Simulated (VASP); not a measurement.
# NaI in VASP: a series of runs

Aim: see how the results for NaI move with the level of theory and the settings. Levels: PBE, r2SCAN, HSE06. Tasks: single point.

Program: VASP 6.6.1. These are calculated values, not measurements. Logs are shortened: lines on timing, memory, paths and dates and some standing lists are left out, and cuts for length are marked.

## 1. The cell of the first run

It takes space group R-3m (No. 166, trigonal). The conventional cell has a = 5.714 Å, b = 5.714 Å, c = 7.024 Å, α = 90.00°, β = 90.00°, γ = 120.00°. Na (site symmetry -3m) has 8 I at 3.50 to 3.51 Å and 6 Na at 4.05 Å within 4.6 Å. Within 4.6 Å of I (site symmetry -3m) lie 8 Na at 3.50 to 3.51 Å and 6 I at 4.05 Å.

## 2. Single point, PBE (strain along [111] +0.4%)

INCAR

```
SYSTEM = NaI
PREC     = Accurate       ! precision mode
ENCUT    = 520            ! plane-wave cutoff, eV
EDIFF    = 1E-7           ! SCF threshold, eV
ISMEAR   = -1             ! smearing method
SIGMA    = 0.02           ! smearing width, eV
LREAL    = .FALSE.        ! projectors in reciprocal space
LASPH    = .TRUE.         ! aspherical terms in the spheres
NELM     = 60             ! most SCF steps
ALGO     = Normal         ! electronic algorithm
ISIF     = 2              ! what is computed and relaxed
LWAVE    = .FALSE.        ! write WAVECAR
LCHARG   = .TRUE.         ! write CHGCAR
GGA      = PE             ! functional
LELF     = .TRUE.         ! ELF
LVHAR    = .TRUE.       
NBANDS   = 14             ! bands
```

KPOINTS

```
Automatic mesh
0
G
  6 6 6
  0 0 0
```

POSCAR

```
NaI
1.0
    4.0453852017      0.0048486439      0.0048486439
    0.0048486439      4.0453852017      0.0048486439
    0.0048486439      0.0048486439      4.0453852017
Na I
1 1
Direct
    0.0000000000      0.0000000000      0.0000000000
    0.5000000000      0.5000000000      0.5000000000
```

Potentials or basis: VASP PAW PBE potentials, release 64 (Na_pv, I).

Command:

```
> cat potpaw_PBE.64/Na_pv/POTCAR potpaw_PBE.64/I/POTCAR > POTCAR
> mpirun -np 1 vasp_std > vasp.out
```

OUTCAR:

```text
SYSTEM = NaI
   PREC = Accurate
   ENCUT = 520
   EDIFF = 1E-7
   ISMEAR = -1
   LREAL = .FALSE.
   LASPH = .TRUE.
   NELM = 60
   ISIF = 2
   GGA = PE

 ion  position               nearest neighbor table
   1  0.000  0.000  0.000-
   2  0.500  0.500  0.500-

  LATTYP: Found a trigonal (rhomboedric) cell.
 ALAT       =     4.0453910131
 COS(alpha) =     0.0023985531

  Lattice vectors:

 A1 = (   4.0453852017,   0.0048486439,   0.0048486439)
 A2 = (   0.0048486439,   4.0453852017,   0.0048486439)
 A3 = (   0.0048486439,   0.0048486439,   4.0453852017)

Analysis of symmetry for initial positions (statically):
=====================================================================
 Subroutine PRICEL returns:
 Original cell was already a primitive cell.

 Routine SETGRP: Setting up the symmetry group for a
 trigonal (rhombohedral) supercell.

 Subroutine GETGRP returns: Found 12 space group operations
 (whereof 12 operations were pure point group operations)
 out of a pool of 12 trial point group operations.

The static configuration has the point symmetry D_3d.

Analysis of symmetry for dynamics (positions and initial velocities):
=====================================================================
 Subroutine PRICEL returns:
 Original cell was already a primitive cell.

 Routine SETGRP: Setting up the symmetry group for a
 trigonal (rhombohedral) supercell.

 Subroutine GETGRP returns: Found 12 space group operations
 (whereof 12 operations were pure point group operations)
 out of a pool of 12 trial point group operations.

The dynamic configuration has the point symmetry D_3d.

 Subroutine INISYM returns: Found 12 space group operations
 (whereof 12 operations are pure point group operations),
 and found     1 'primitive' translations

----------------------------------------------------------------------------------------

                                     Primitive cell

  volume of cell :      66.2030

  direct lattice vectors                    reciprocal lattice vectors
     4.045385202  0.004848644  0.004848644     0.247195958 -0.000295925 -0.000295925
     0.004848644  4.045385202  0.004848644    -0.000295925  0.247195958 -0.000295925
     0.004848644  0.004848644  4.045385202    -0.000295925 -0.000295925  0.247195958

  length of vectors
     4.045391013  4.045391013  4.045391013     0.247196312  0.247196312  0.247196312

  position of ions in fractional coordinates (direct lattice)
     0.000000000  0.000000000  0.000000000
     0.500000000  0.500000000  0.500000000

  ion indices of the primitive-cell ions
   primitive index   ion index
                 1           1
                 2           2

----------------------------------------------------------------------------------------

 KPOINTS: Automatic mesh

Automatic generation of k-mesh.
 Grid dimensions read from file:
 generate k-points for:    6    6    6

 Generating k-lattice:

  Cartesian coordinates                     Fractional coordinates (reciprocal lattice)
     0.041199326 -0.000049321 -0.000049321     0.166666667 -0.000000000  0.000000000
    -0.000049321  0.041199326 -0.000049321    -0.000000000  0.166666667  0.000000000
    -0.000049321 -0.000049321  0.041199326     0.000000000  0.000000000  0.166666667

  Length of vectors
     0.041199385  0.041199385  0.041199385

  Shift w.r.t. Gamma in fractional coordinates (k-lattice)
     0.000000000  0.000000000  0.000000000

 Subroutine IBZKPT returns following result:
 ===========================================

 Found     32 irreducible k-points:

 Following reciprocal coordinates:
            Coordinates               Weight
  0.000000  0.000000  0.000000      1.000000
  0.166667  0.000000  0.000000      6.000000
  0.333333 -0.000000  0.000000      6.000000
  0.500000 -0.000000  0.000000      3.000000
  0.166667  0.166667  0.000000      6.000000
  0.333333  0.166667  0.000000     12.000000
[... 16 lines left out ...]
  0.500000  0.500000  0.166667      6.000000
 -0.333333  0.500000  0.166667     12.000000
 [... further k-points ...]
   k-points           NKPTS =     32   k-points in BZ     NKDIM =     32   number of bands    NBANDS=     14
   number of dos      NEDOS =    301   number of ions     NIONS =      2
   total plane-waves  NPLWV =  27000
   dimension x,y,z NGX =    30 NGY =   30 NGZ =   30
   dimension x,y,z NGXF=    60 NGYF=   60 NGZF=   60
   ions per type =               1   1
   NGX,Y,Z   is equivalent  to a cutoff of  12.33, 12.33, 12.33 a.u.
   NGXF,Y,Z  is equivalent  to a cutoff of  24.66, 24.66, 24.66 a.u.
 SYSTEM =  NaI
   PREC   = accura    normal or accurate (medium, high low for compatibility)
   ISTART =      0    job   : 0-new  1-cont  2-samecut
   ICHARG =      2    charge: 1-file 2-atom 10-const
   ISPIN  =      1    spin polarized calculation?
   LNONCOLLINEAR =      F non collinear calculations
   LSORBIT =      F    spin-orbit coupling
   LASPH  =      T    aspherical Exc in radial PAW
   ENCUT  =  520.0 eV  38.22 Ry    6.18 a.u.   7.52  7.52  7.52*2*pi/ulx,y,z
   NELM   =     60;   NELMIN=  2; NELMDL= -5     # of ELM steps
   EDIFF  = 0.1E-06   stopping-criterion for ELM
   LREAL  =      F    real-space projection
   EDIFFG = 0.1E-05   stopping-criterion for IOM
   NSW    =      0    number of steps for IOM
   IBRION =     -1    ionic relax: 0-MD 1-quasi-New 2-CG
   NFREE  =      0    steps in history (QN), initial steepest desc. (CG)
   ISIF   =      2    stress and relaxation
   ISYM   =      2    0-nonsym 1-usesym 2-fastsym
   POTIM  = 0.5000    time-step for ionic-motion
   TEBEG  =    0.0;   TEEND  =   0.0 temperature during run
   PSTRESS=    0.0 pullay stress
   NELECT =      14.0000    total number of electrons
   NUPDOWN=      -1.0000    fix difference up-down
   EMIN   =  10.00;   EMAX   =-10.00  energy-range for DOS
   EFERMI =   0.00;   METHOD = LEGACY
   ISMEAR =    -1;   SIGMA  =   0.02  broadening in eV -4-tet -1-fermi 0-gaus
   EFERMI_NEDOS =   21; number of points for ismear=-14 and -15
   IALGO  =     38    algorithm
   IMIX   =      4    mixing-type and parameters
     AMIX     =   0.40;   BMIX     =  1.00
     AMIX_MAG =   1.60;   BMIX_MAG =  1.00
  volume/ion in A,a.u.               =      33.10       223.38
  Fermi-wavevector in a.u.,A,eV,Ry     =   0.975345  1.843135 12.943193  0.951298
  Thomas-Fermi vector in A             =   2.105877
   LORBIT       =      0    0 simple, 1 ext, 2 COOP (PROOUT), +10 PAW based schemes
   GGA     = PE    functional components
   LHFCALC =     F    Hartree Fock is set to
   AEXX    =    0.0000 exact exchange contribution
   IVDW    =     0    specifies the selected vdW correction
   LEPSILON=     F    determine dielectric tensor
   LRPA    =     F    only Hartree local field effects (RPA)
 non-spin polarized calculation
  energy-cutoff  :      520.00
  volume of cell :       66.20
 maximum number of plane-waves:      1803
   NGX = 15   NGY = 15   NGZ = 15

 number of electron      13.9999981 magnetization

 Free energy of the ion-electron system (eV)
  ---------------------------------------------------
  ext. energy  EPLUGINS =         0.00000000
  ---------------------------------------------------
  free energy    TOTEN  =        -5.07315208 eV

  energy without entropy =       -5.07315208  energy(sigma->0) =       -5.07315208

 E-fermi :   2.3259     XC(G=0):  -7.8556

 val. band max:        1.9183122957   @ k =   0.5000   0.5000   0.0000
 cond. band min:       4.2101479641   @ k =   0.0000   0.0000   0.0000
 fundamental gap:      2.2918356684
 Fermi energy:         2.3258825018

 k-point     1 :       0.0000    0.0000    0.0000
  band No.  band energies     occupation
      1     -21.7849      2.00000
      2     -21.7844      2.00000
      3     -21.7844      2.00000
      4      -9.8877      2.00000
      5       1.2688      2.00000
      6       1.2688      2.00000
      7       1.2807      2.00000
      8       4.2101      0.00000
      9       7.5172      0.00000
     10       7.5172      0.00000
     11      13.0771      0.00000
     12      13.1189      0.00000
     13      13.1189      0.00000
     14      13.7769      0.00000

 k-point     2 :       0.1667    0.0000    0.0000
  band No.  band energies     occupation
      1     -21.7866      2.00000
      2     -21.7845      2.00000
      3     -21.7842      2.00000
      4      -9.8118      2.00000
      5       0.3565      2.00000
      6       1.3445      2.00000
      7       1.3525      2.00000
      8       4.9042      0.00000
      9       7.7417      0.00000
     10       8.3042      0.00000
     11      11.6689      0.00000
     12      11.6742      0.00000
     13      12.2945      0.00000
     14      13.8491      0.00000

 k-point     3 :       0.3333   -0.0000    0.0000
  band No.  band energies     occupation
      1     -21.7907      2.00000
      2     -21.7842      2.00000
      3     -21.7839      2.00000
      4      -9.6493      2.00000
      5      -0.8492      2.00000
      6       1.5061      2.00000
      7       1.5142      2.00000
      8       5.8861      0.00000
      9       8.3764      0.00000
     10       8.8178      0.00000
     11      10.3200      0.00000
     12      10.3304      0.00000
     13      11.7738      0.00000
     14      12.8202      0.00000
[... 324 lines left out ...]
 k-point    23 :       0.5000    0.5000    0.1667
  band No.  band energies     occupation
      1     -21.7913      2.00000
      2     -21.7910      2.00000
      3     -21.7850      2.00000
      4      -9.2184      2.00000
      5      -0.5494      2.00000
      6      -0.5440      2.00000
      7       1.2654      2.00000
      8       4.9481      0.00000
      9       8.2393      0.00000
     10       8.2529      0.00000
     11      10.1959      0.00000
     12      11.4024      0.00000
     13      12.9986      0.00000
     14      13.0142      0.00000

 k-point    24 :      -0.3333    0.5000    0.1667
  band No.  band energies     occupation
      1     -21.7915      2.00000
      2     -21.7893      2.00000
      3     -21.7852      2.00000
      4      -9.2921      2.00000
      5      -0.7324      2.00000
      6      -0.1121      2.00000
      7       1.1586      2.00000
      8       5.5495      0.00000
      9       7.9424      0.00000
     10       8.4274      0.00000
     11      10.2127      0.00000
     12      12.0373      0.00000
     13      12.3042      0.00000
     14      12.9059      0.00000

 [... further k-points ...]
[... 5 lines left out ...]
  --------------------------------------------------------------------------------------
  -------------------------------------------------------------------------------------
  Total        0.0972165      0.0972165      0.0972165      0.0032358      0.0032358      0.0032358
  in kB        2.3527327      2.3527327      2.3527327      0.0783089      0.0783089      0.0783089
  external PRESSURE =       2.3527327 kB  Pullay stress =       0.0000000 kB

 VOLUME and BASIS-vectors are now :
 -----------------------------------------------------------------------------
  energy-cutoff  :      520.00
  volume of cell :       66.20
      direct lattice vectors                 reciprocal lattice vectors
     4.045385202  0.004848644  0.004848644     0.247195958 -0.000295925 -0.000295925
     0.004848644  4.045385202  0.004848644    -0.000295925  0.247195958 -0.000295925
     0.004848644  0.004848644  4.045385202    -0.000295925 -0.000295925  0.247195958

 POSITION                                       TOTAL-FORCE (eV/Angst)
 -----------------------------------------------------------------------------------
      0.00000      0.00000      0.00000         0.000000     -0.000000      0.000000
      2.02754      2.02754      2.02754        -0.000000      0.000000      0.000000
 -----------------------------------------------------------------------------------
    total drift:                                0.000000     -0.000000     -0.000000

  FREE ENERGIE OF THE ION-ELECTRON SYSTEM (eV)
  ---------------------------------------------------
  free  energy   TOTEN  =        -5.0731520850 eV

  energy  without entropy=       -5.0731520849  energy(sigma->0) =       -5.07315208
```

Run time: 16 s. Hardware: 1 thread of Intel Xeon Platinum 8488C (Sapphire Rapids), shared host; peak memory 0.18 GiB.

Results:

```yaml
Free_energy: -5.0732 eV
Pressure: 0.2 GPa
Band_gap_on_the_k_mesh: 2.29 eV, indirect (least direct gap 2.80 eV)
```

Caveat: the cell differs from its parent crystal (strain along [111] +0.4%); spin-orbit coupling is left out, which moves the levels of the heavy elements. A k mesh can miss the band edges.

(Continued in part 2 of 2.)
